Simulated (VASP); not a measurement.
# Ge (Imma) in VASP: notebook

Runs on Ge. Level: PBEsol. Tasks: single point.

Everything below comes from runs of VASP 6.6.1. Logs are shortened: lines on timing, memory, paths and dates and some standing lists are left out, and cuts for length are marked.

### 1 The cell of the first run

Symmetry: Imma, No. 74, orthorhombic system. Conventional cell: a = 4.992 Å, b = 5.355 Å, c = 2.874 Å, α = 90.00°, β = 90.00°, γ = 90.00°. Within 3.7 Å of Ge (site symmetry mm2) lie 10 Ge at 2.70 to 3.67 Å.

### 2 Single point, PBEsol (strain +0.0100 x Voigt [0, 1, 0, 0, 0, 0])

Contents of INCAR:

```
SYSTEM = Ge
ALGO = Normal
EDIFF = 1E-6
ENCUT = 520
GGA = PS
ISIF = 2
ISMEAR = 0
LASPH = .True.
LCHARG = .True.
LELF = .True.
LREAL = .False.
LVHAR = .True.
LWAVE = .False.
NBANDS = 21
NELM = 100
PREC = Accurate
SIGMA = 0.15
```

Contents of KPOINTS:

```
k-points
0
Gamma
  20 20 20
  0 0 0
```

Contents of POSCAR:

```
Ge
1.0
   -2.4958980000      2.6773716300      1.4369470000
    2.4958980000     -2.6773716300      1.4369470000
    2.4958980000      2.6773716300     -1.4369470000
Ge
2
Direct
    0.1859430000      0.9359430000      0.2500000000
    0.8140570000      0.0640570000      0.7500000000
```

Potentials or basis: VASP PAW PBE potentials, release 64 (Ge_d).

Command:

```console
$ cat potpaw_PBE.64/Ge_d/POTCAR > POTCAR
$ mpirun -np 1 vasp_std > vasp.out
```

OUTCAR:

```text
SYSTEM = Ge
   EDIFF = 1E-6
   ENCUT = 520
   GGA = PS
   ISIF = 2
   ISMEAR = 0
   LASPH = .True.
   LREAL = .False.
   NELM = 100
   PREC = Accurate

 ion  position               nearest neighbor table
   1  0.186  0.936  0.250-   2 2.70   2 2.70   2 2.72   2 2.72
   2  0.814  0.064  0.750-   1 2.70   1 2.70   1 2.72   1 2.72

  LATTYP: Found a body centered orthorhombic cell.
 ALAT       =     2.8738940000
 B/A-ratio  =     1.7369450648
 C/A-ratio  =     1.8632361736

  Lattice vectors:

 A1 = (   2.4958980000,  -2.6773716300,   1.4369470000)
 A2 = (  -2.4958980000,  -2.6773716300,  -1.4369470000)
 A3 = (   2.4958980000,   2.6773716300,  -1.4369470000)

Analysis of symmetry for initial positions (statically):
=====================================================================
 Subroutine PRICEL returns:
 Original cell was already a primitive cell.

 Routine SETGRP: Setting up the symmetry group for a
 body centered orthorhombic supercell.

 Subroutine GETGRP returns: Found  8 space group operations
 (whereof  4 operations were pure point group operations)
 out of a pool of  8 trial point group operations.

The static configuration has the point symmetry C_2h.
 The point group associated with its full space group is D_2h.

Analysis of symmetry for dynamics (positions and initial velocities):
=====================================================================
 Subroutine PRICEL returns:
 Original cell was already a primitive cell.

 Routine SETGRP: Setting up the symmetry group for a
 body centered orthorhombic supercell.

 Subroutine GETGRP returns: Found  8 space group operations
 (whereof  4 operations were pure point group operations)
 out of a pool of  8 trial point group operations.

The dynamic configuration has the point symmetry C_2h.
 The point group associated with its full space group is D_2h.

 Subroutine INISYM returns: Found  8 space group operations
 (whereof  4 operations are pure point group operations),
 and found     1 'primitive' translations

----------------------------------------------------------------------------------------

                                     Primitive cell

  volume of cell :      38.4093

  direct lattice vectors                    reciprocal lattice vectors
    -2.495898000  2.677371630  1.436947000     0.000000000  0.186750317  0.347959946
     2.495898000 -2.677371630  1.436947000     0.200328699  0.000000000  0.347959946
     2.495898000  2.677371630 -1.436947000     0.200328699  0.186750317  0.000000000

  length of vectors
     3.932256649  3.932256649  3.932256649     0.394907337  0.401506801  0.273874549

  position of ions in fractional coordinates (direct lattice)
     0.185943000  0.935943000  0.250000000
     0.814057000  0.064057000  0.750000000

  ion indices of the primitive-cell ions
   primitive index   ion index
                 1           1
                 2           2

----------------------------------------------------------------------------------------

 KPOINTS: k-points

Automatic generation of k-mesh.
 Grid dimensions read from file:
 generate k-points for:   20   20   20

 Generating k-lattice:

  Cartesian coordinates                     Fractional coordinates (reciprocal lattice)
     0.000000000  0.009337516  0.017397997     0.050000000  0.000000000  0.000000000
     0.010016435  0.000000000  0.017397997     0.000000000  0.050000000  0.000000000
     0.010016435  0.009337516  0.000000000     0.000000000  0.000000000  0.050000000

  Length of vectors
     0.019745367  0.020075340  0.013693727

  Shift w.r.t. Gamma in fractional coordinates (k-lattice)
     0.000000000  0.000000000  0.000000000

 Subroutine IBZKPT returns following result:
 ===========================================

 Found   1166 irreducible k-points:

 Following reciprocal coordinates:
            Coordinates               Weight
  0.000000  0.000000  0.000000      1.000000
  0.050000 -0.000000  0.000000      4.000000
  0.100000  0.000000 -0.000000      4.000000
  0.150000 -0.000000  0.000000      4.000000
  0.200000  0.000000 -0.000000      4.000000
  0.250000 -0.000000  0.000000      4.000000
[... 16 lines left out ...]
 -0.450000  0.050000  0.000000      8.000000
 -0.400000  0.050000  0.000000      8.000000
 [... further k-points ...]
   k-points           NKPTS =   1166   k-points in BZ     NKDIM =   1166   number of bands    NBANDS=     21
   number of dos      NEDOS =    301   number of ions     NIONS =      2
   total plane-waves  NPLWV =  27000
   dimension x,y,z NGX =    30 NGY =   30 NGZ =   30
   dimension x,y,z NGXF=    60 NGYF=   60 NGZF=   60
   ions per type =               2
   NGX,Y,Z   is equivalent  to a cutoff of  12.68, 12.68, 12.68 a.u.
   NGXF,Y,Z  is equivalent  to a cutoff of  25.37, 25.37, 25.37 a.u.
 SYSTEM =  Ge
   PREC   = accura    normal or accurate (medium, high low for compatibility)
   ISTART =      0    job   : 0-new  1-cont  2-samecut
   ICHARG =      2    charge: 1-file 2-atom 10-const
   ISPIN  =      1    spin polarized calculation?
   LNONCOLLINEAR =      F non collinear calculations
   LSORBIT =      F    spin-orbit coupling
   LASPH  =      T    aspherical Exc in radial PAW
   ENCUT  =  520.0 eV  38.22 Ry    6.18 a.u.   7.31  7.31  7.31*2*pi/ulx,y,z
   NELM   =    100;   NELMIN=  2; NELMDL= -5     # of ELM steps
   EDIFF  = 0.1E-05   stopping-criterion for ELM
   LREAL  =      F    real-space projection
   EDIFFG = 0.1E-04   stopping-criterion for IOM
   NSW    =      0    number of steps for IOM
   IBRION =     -1    ionic relax: 0-MD 1-quasi-New 2-CG
   NFREE  =      0    steps in history (QN), initial steepest desc. (CG)
   ISIF   =      2    stress and relaxation
   ISYM   =      2    0-nonsym 1-usesym 2-fastsym
   POTIM  = 0.5000    time-step for ionic-motion
   TEBEG  =    0.0;   TEEND  =   0.0 temperature during run
   PSTRESS=    0.0 pullay stress
   NELECT =      28.0000    total number of electrons
   NUPDOWN=      -1.0000    fix difference up-down
   EMIN   =  10.00;   EMAX   =-10.00  energy-range for DOS
   EFERMI =   0.00;   METHOD = LEGACY
   ISMEAR =     0;   SIGMA  =   0.15  broadening in eV -4-tet -1-fermi 0-gaus
   EFERMI_NEDOS =   21; number of points for ismear=-14 and -15
   IALGO  =     38    algorithm
   IMIX   =      4    mixing-type and parameters
     AMIX     =   0.40;   BMIX     =  1.00
     AMIX_MAG =   1.60;   BMIX_MAG =  1.00
  volume/ion in A,a.u.               =      19.20       129.60
  Fermi-wavevector in a.u.,A,eV,Ry     =   1.473382  2.784289 29.536278  2.170855
  Thomas-Fermi vector in A             =   2.588282
   LORBIT       =      0    0 simple, 1 ext, 2 COOP (PROOUT), +10 PAW based schemes
   GGA     = PS    functional components
   LHFCALC =     F    Hartree Fock is set to
   AEXX    =    0.0000 exact exchange contribution
   IVDW    =     0    specifies the selected vdW correction
   LEPSILON=     F    determine dielectric tensor
   LRPA    =     F    only Hartree local field effects (RPA)
 non-spin polarized calculation
 Gauss-broadening in eV      SIGMA  =   0.15
  energy-cutoff  :      520.00
  volume of cell :       38.41
 maximum number of plane-waves:      1053
 NGX is ok and might be reduce to    30
   NGX = 15   NGY = 15   NGZ = 15

 number of electron      28.0000023 magnetization

 Free energy of the ion-electron system (eV)
  ---------------------------------------------------
  ext. energy  EPLUGINS =         0.00000000
  ---------------------------------------------------
  free energy    TOTEN  =        -9.50714624 eV

  energy without entropy =       -9.49759841  energy(sigma->0) =       -9.50237232

 E-fermi :   6.2667     XC(G=0): -11.2900

 val. band max:        6.2665974154   @ k =   0.1000   0.2000   0.0500
 cond. band min:       6.2682082344   @ k =   0.4500  -0.2000   0.1000
 fundamental gap:      0.0016108190
 Fermi energy:         6.2667349516

 k-point     1 :       0.0000    0.0000    0.0000
  band No.  band energies     occupation
      1     -18.3768      2.00000
      2     -18.3088      2.00000
      3     -18.3056      2.00000
      4     -18.2996      2.00000
      5     -18.2692      2.00000
      6     -18.2296      2.00000
[... 13 lines left out ...]
     20      16.7886      0.00000
     21      18.8910      0.00000

 k-point     2 :       0.0500   -0.0000    0.0000
  band No.  band energies     occupation
      1     -18.3750      2.00000
      2     -18.3068      2.00000
      3     -18.3019      2.00000
      4     -18.2984      2.00000
      5     -18.2698      2.00000
      6     -18.2304      2.00000
[... 13 lines left out ...]
     20      17.1036      0.00000
     21      18.5880      0.00000

 k-point     3 :       0.1000    0.0000   -0.0000
  band No.  band energies     occupation
      1     -18.3696      2.00000
      2     -18.3001      2.00000
      3     -18.2950      2.00000
      4     -18.2921      2.00000
      5     -18.2713      2.00000
      6     -18.2327      2.00000
[... 13 lines left out ...]
     20      17.0184      0.00000
     21      18.1494      0.00000

 k-point     4 :       0.1500   -0.0000    0.0000
  band No.  band energies     occupation
      1     -18.3613      2.00000
      2     -18.2895      2.00000
      3     -18.2893      2.00000
      4     -18.2774      2.00000
      5     -18.2734      2.00000
      6     -18.2356      2.00000
[... 13 lines left out ...]
     20      15.9917      0.00000
     21      18.4329      0.00000

 k-point     5 :       0.2000    0.0000   -0.0000
  band No.  band energies     occupation
      1     -18.3505      2.00000
      2     -18.2832      2.00000
      3     -18.2761      2.00000
      4     -18.2749      2.00000
      5     -18.2597      2.00000
      6     -18.2374      2.00000
[... 13 lines left out ...]
     20      15.1065      0.00000
     21      18.4890      0.00000
[... 382 lines left out ...]
     20      17.1955      0.00000
     21      17.9660      0.00000

 k-point    22 :       0.5000    0.0500    0.0000
  band No.  band energies     occupation
      1     -18.2922      2.00000
      2     -18.2734      2.00000
      3     -18.2639      2.00000
      4     -18.2577      2.00000
      5     -18.2456      2.00000
      6     -18.2285      2.00000
[... 13 lines left out ...]
     20      17.1942      0.00000
     21      17.8839      0.00000

 k-point    23 :      -0.4500    0.0500    0.0000
  band No.  band energies     occupation
      1     -18.2974      2.00000
      2     -18.2768      2.00000
      3     -18.2586      2.00000
      4     -18.2500      2.00000
      5     -18.2465      2.00000
      6     -18.2319      2.00000
[... 13 lines left out ...]
     20      16.4495      0.00000
     21      18.5998      0.00000

 k-point    24 :      -0.4000    0.0500    0.0000
  band No.  band energies     occupation
      1     -18.3063      2.00000
      2     -18.2797      2.00000
      3     -18.2560      2.00000
      4     -18.2506      2.00000
      5     -18.2386      2.00000
      6     -18.2322      2.00000
[... 13 lines left out ...]
     20      15.2115      0.00000
     21      19.6684      0.00000

 [... further k-points ...]
[... 5 lines left out ...]
  --------------------------------------------------------------------------------------
  -------------------------------------------------------------------------------------
  Total       -0.5414308     -1.1239231     -0.6573275      0.0000000      0.0000000      0.0000000
  in kB      -22.5848540    -46.8825181    -27.4192869      0.0000000      0.0000000      0.0000000
  external PRESSURE =     -32.2955530 kB  Pullay stress =       0.0000000 kB

 VOLUME and BASIS-vectors are now :
 -----------------------------------------------------------------------------
  energy-cutoff  :      520.00
  volume of cell :       38.41
      direct lattice vectors                 reciprocal lattice vectors
    -2.495898000  2.677371630  1.436947000     0.000000000  0.186750317  0.347959946
     2.495898000 -2.677371630  1.436947000     0.200328699  0.000000000  0.347959946
     2.495898000  2.677371630 -1.436947000     0.200328699  0.186750317  0.000000000

 POSITION                                       TOTAL-FORCE (eV/Angst)
 -----------------------------------------------------------------------------------
      2.49590     -1.33869      1.25285        -0.000000      0.000000     -0.030189
      0.00000      4.01606      0.18409         0.000000     -0.000000      0.030189
 -----------------------------------------------------------------------------------
    total drift:                                0.000000      0.000000     -0.000000

  FREE ENERGIE OF THE ION-ELECTRON SYSTEM (eV)
  ---------------------------------------------------
  free  energy   TOTEN  =        -9.5071462405 eV

  energy  without entropy=       -9.4975984051  energy(sigma->0) =       -9.50237232
```

Wall time 6.4 min (1 thread of Intel Xeon 6975P-C (Granite Rapids), shared host); peak memory 0.76 GiB.

Results:

```
Free energy            : -9.5071 eV
Pressure               : -3.2 GPa
Largest force          : 0.030 eV/Å
Band gap on the k mesh : zero (bands 14 and 15 overlap by 5.74 eV)
```

Forces on the atoms (eV/Å):
```
Ge   0.000  0.000 -0.030
Ge   0.000  0.000  0.030
```

Stress tensor (GPa, compression positive):
```
-2.26  0.00  0.00
 0.00 -4.69  0.00
 0.00  0.00 -2.74
```

Levels at points of the mesh, in eV from the Fermi level:
```tsv
k point	band 10	band 11	band 12	band 13	band 14	band 15	band 16	band 17	band 18	band 19
(0.00, 0.00, 0.00)	-24.35	-13.01	-3.89	-2.39	-1.80	3.45	6.65	7.14	7.95	8.31
(0.50, 0.00, 0.00)	-24.43	-7.98	-6.89	-1.90	-1.48	-0.74	1.53	3.08	4.19	9.26
(0.00, 0.50, 0.00)	-24.36	-8.09	-5.84	-3.50	-2.29	-1.68	3.13	4.09	6.56	8.55
(0.50, 0.50, 0.00)	-24.44	-10.30	-10.30	0.60	0.60	2.28	2.28	6.79	6.79	10.76
(0.50, 0.50, 0.50)	-24.44	-9.16	-8.11	-5.77	-5.52	4.48	6.93	10.42	11.23	12.60
```

Caveat: the cell differs from its parent crystal (strain +0.0100 x Voigt [0, 1, 0, 0, 0, 0]); the cell stands under tension; the PAW data sets were made with another functional, which shifts forces and pressure a little.

### 3 Single point, PBEsol (strain +0.0150 x Voigt [0, 1, 0, 0, 0, 0])

Contents of INCAR:

```
PREC = Accurate
ENCUT = 520
EDIFF = 1E-6
ISMEAR = 0
SIGMA = 0.15
LREAL = False
LASPH = True
NELM = 60
ALGO = Normal
ISIF = 2
LWAVE = False
LCHARG = False
GGA = PS
NBANDS = 21
```

Contents of KPOINTS:

```
Automatic mesh
0
Gamma
  20 20 20
```

Contents of POSCAR:

```
Ge
1.0
   -2.4958980000      2.6906259450      1.4369470000
    2.4958980000     -2.6906259450      1.4369470000
    2.4958980000      2.6906259450     -1.4369470000
Ge
2
Direct
    0.1859430000      0.9359430000      0.2500000000
    0.8140570000      0.0640570000      0.7500000000
```

Potentials or basis: VASP PAW PBE potentials, release 64 (Ge_d).

Command:

```console
$ cat potpaw_PBE.64/Ge_d/POTCAR > POTCAR
$ mpirun -np 1 vasp_std > vasp.out
```

It took 19 min on 1 thread of Intel Xeon 8259CL, shared host; peak memory 0.77 GiB.

Results (log left out):

| Property | Result |
| --- | --- |
| Free energy | -9.5013 eV |
| Pressure | -3.5 GPa |
| Largest force | 0.021 eV/Å |
| Band gap on the k mesh | zero (bands 14 and 15 overlap by 5.74 eV) |

Forces in eV/Å, atoms in the order of the input:
```
Ge   0.000  0.000 -0.021
Ge   0.000  0.000  0.021
```

Stress tensor (GPa, compression positive):
```
-2.31  0.00  0.00
 0.00 -5.41  0.00
 0.00  0.00 -2.82
```

Levels at points of the mesh, in eV from the Fermi level:
| k point | band 11 | band 12 | band 13 | band 14 | band 15 | band 16 | band 17 | band 18 |
| --- | --- | --- | --- | --- | --- | --- | --- | --- |
| (0.00, 0.00, 0.00) | -12.97 | -3.94 | -2.42 | -1.76 | 3.46 | 6.51 | 7.12 | 7.97 |
| (0.50, 0.00, 0.00) | -7.96 | -6.86 | -1.88 | -1.46 | -0.73 | 1.55 | 3.01 | 4.12 |
| (0.00, 0.50, 0.00) | -8.05 | -5.82 | -3.54 | -2.32 | -1.64 | 3.13 | 4.13 | 6.54 |
| (0.50, 0.50, 0.00) | -10.28 | -10.28 | 0.56 | 0.56 | 2.27 | 2.27 | 6.81 | 6.81 |
| (0.50, 0.50, 0.50) | -9.20 | -8.07 | -5.74 | -5.49 | 4.51 | 6.96 | 10.27 | 11.20 |

Caveat: the cell differs from its parent crystal (strain +0.0150 x Voigt [0, 1, 0, 0, 0, 0]); the cell stands under tension; the PAW data sets were made with another functional, which shifts forces and pressure a little.
